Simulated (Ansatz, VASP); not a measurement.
Two plane-wave programs on CdSe

```xyz
4
Lattice="4.3407 0.0000 0.0000 -2.1704 3.7592 0.0000 0.0000 0.0000 7.0767" Properties=species:S:1:pos:R:3 pbc="T T T"
Cd    0.0000    2.5061    0.0320
Cd    2.1704    1.2531    3.5703
Se    0.0000    2.5061    2.6925
Se    2.1704    1.2531    6.2308
```

Alike in both runs: task single point; functional r2SCAN; k mesh 6 × 6 × 4; no spin polarisation.

|  | VASP | Ansatz |
| --- | --- | --- |
| version | VASP 6.6.1 | Ansatz 0.2.0 |
| potentials or method | VASP PAW PBE potentials, release 64 (Cd, Se) | plane waves, PAW |
| plane-wave cutoff (eV) | 520 | 500 |
| occupations | gaussian, width 0.01 eV | fixed |
| valence electrons in the cell | 36 | 72 |

|  | VASP | Ansatz | Ansatz less VASP |
| --- | --- | --- | --- |
| gap on the k mesh at the Fermi level (eV) | 1.09 | 1.10 | +0.011 |
| pressure (GPa) | 0.2 | 0.0 | -0.24 |

VASP's potentials were made for PBE, not for r2SCAN. VASP's potentials hold 36 valence electrons a cell and Ansatz's 72, so a difference there can come from the potentials and not from the codes.
